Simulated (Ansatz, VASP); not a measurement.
Hf4Cd: VASP beside Ansatz

```
CELL_PARAMETERS angstrom
-3.21873 3.21873 3.21873
3.21873 -3.21873 3.21873
3.21873 3.21873 -3.21873
ATOMIC_POSITIONS crystal
Hf 0.00000 0.00000 0.50000
Hf 0.00000 0.50000 0.00000
Hf 0.50000 0.00000 0.00000
Hf 0.50000 0.50000 0.50000
Cd 0.00000 0.00000 0.00000
```

Change from the starting cell: species swapped into the CrGa4 type (Im-3m, No. 229).

Alike in both runs: task relaxation of cell and atoms; functional PBE; k mesh 8 × 8 × 8; occupations gaussian, width 0.1 eV; no spin polarisation.

|  | VASP | Ansatz |
| --- | --- | --- |
| version | VASP 6.6.1 | Ansatz 0.2.0 |
| potentials or method | VASP PAW PBE potentials, release 64 (Hf_pv, Cd), cutoff 600 eV | scalar-relativistic, plane waves, PAW |
| valence electrons in the cell | 52 | 124 |

|  | VASP | Ansatz | Ansatz less VASP |
| --- | --- | --- | --- |
| gap on the k mesh at the Fermi level, each at its own relaxed structure (eV) | none | none | - |
| relaxed volume (Å³/atom) | 26.44 | 26.52 | +0.082 |
| relaxed cell length with the largest relative difference (Å) | 5.558 | 5.564 | +0.0058 |

A gap of «none» marks a metal or a gap that the smearing closes. VASP's potentials hold 52 valence electrons a cell and Ansatz's 124, so a difference there can come from the potentials and not from the codes.

Spin-orbit coupling is off throughout.
